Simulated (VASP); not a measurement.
Ge: single point with PBEsol+D4

The system is Ge.

```xyz
1
Lattice="-1.5740 1.5740 1.8150 1.5740 -1.5740 1.8150 1.5740 1.5740 -1.8150" Properties=species:S:1:pos:R:3 pbc="T T T"
Ge    0.0000    0.0000    1.8150
```

```yaml
Program: VASP 6.6.1
Task: single point
Functional: PBEsol
Dispersion: D4
Potentials_or_basis: VASP PAW PBE potentials, release 64 (Ge_d)
Cutoff: 520 eV
k_mesh: 12 × 12 × 12
Occupations: fermi-dirac, width 0.05 eV
Spin: no spin polarisation
Dipole_correction: no
Further_INCAR_settings: ALGO = Normal; EDIFF = 1e-07; NBANDS = 13
```

```json
{
 "Pressure": "0.1 GPa",
 "Band gap on the k mesh": "zero (band 7 reaches 16.50 eV, above the bottom of band 8 at 4.17 eV)",
 "Dispersion energy per atom": "-0.232 eV"
}
```

Levels at points of the mesh, in eV from the Fermi level:
| k point | band 5 | band 6 | band 7 | band 8 | band 9 | band 10 |
| --- | --- | --- | --- | --- | --- | --- |
| (0.00, 0.00, 0.00) | -24.66 | -13.68 | 9.23 | 9.58 | 9.58 | 14.40 |
| (0.50, 0.00, 0.00) | -24.62 | -7.93 | -5.86 | 5.35 | 7.72 | 10.73 |
| (0.50, 0.50, 0.00) | -24.61 | -6.83 | -5.32 | 3.35 | 4.94 | 8.09 |
| (0.50, 0.50, 0.50) | -24.62 | -3.16 | -2.60 | 0.60 | 0.60 | 4.36 |

It took 16 s on 1 thread of AMD EPYC 9R45 96-Core Processor (Zen 5), on a shared host, peak memory 0.13 GiB.

Caveat: the PAW data sets were made with another functional, which shifts forces and pressure a little; pairwise dispersion overbinds metals, which lowers pressure and volume.
